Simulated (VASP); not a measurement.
Wanted: the native input for a VASP 6.6.1 run.

```
Task                   : single point
Functional             : PBE
Potentials or basis    : VASP PAW PBE potentials, release 64 (Br, K_sv)
Cutoff                 : 520 eV
k mesh                 : 7 × 7 × 7
Occupations            : gaussian, width 0.022 eV
Spin                   : no spin polarisation
Dipole correction      : no
Further INCAR settings : ALGO = Normal; EDIFF = 1e-07; NBANDS = 15
```

The structure of KBr lies in POSCAR:

```
KBr
1.0
    0.0000000000      3.3000000000      3.3000000000
    3.3000000000      0.0000000000      3.3000000000
    3.3000000000      3.3000000000      0.0000000000
Br K
1 1
Direct
    0.5000000000      0.5000000000      0.5000000000
    0.0000000000      0.0000000000      0.0000000000
```

These files were run (other wordings do the same):

INCAR

```
PREC = Accurate
ENCUT = 520
EDIFF = 1E-7
ISMEAR = 0
SIGMA = 0.022
LREAL = F
LASPH = T
NELM = 100
ALGO = Normal
ISIF = 2
LWAVE = F
LCHARG = T
GGA = PE
LELF = T
LVHAR = T
NBANDS = 15
```

KPOINTS

```
regular mesh
0
Gamma
  7 7 7
```

Potentials or basis: VASP PAW PBE potentials, release 64 (Br, K_sv).

Launch:

```sh
$ cat potpaw_PBE.64/Br/POTCAR potpaw_PBE.64/K_sv/POTCAR > POTCAR
$ mpirun -np 1 vasp_std > vasp.out
```

Results of the run:

```
Pressure               : 0.8 GPa
Band gap on the k mesh : 4.43 eV, direct
```

Run time: 9.3 s on 1 thread of Intel(R) Xeon(R) 6975P-C (Granite Rapids), on a shared host, peak memory 0.21 GiB.
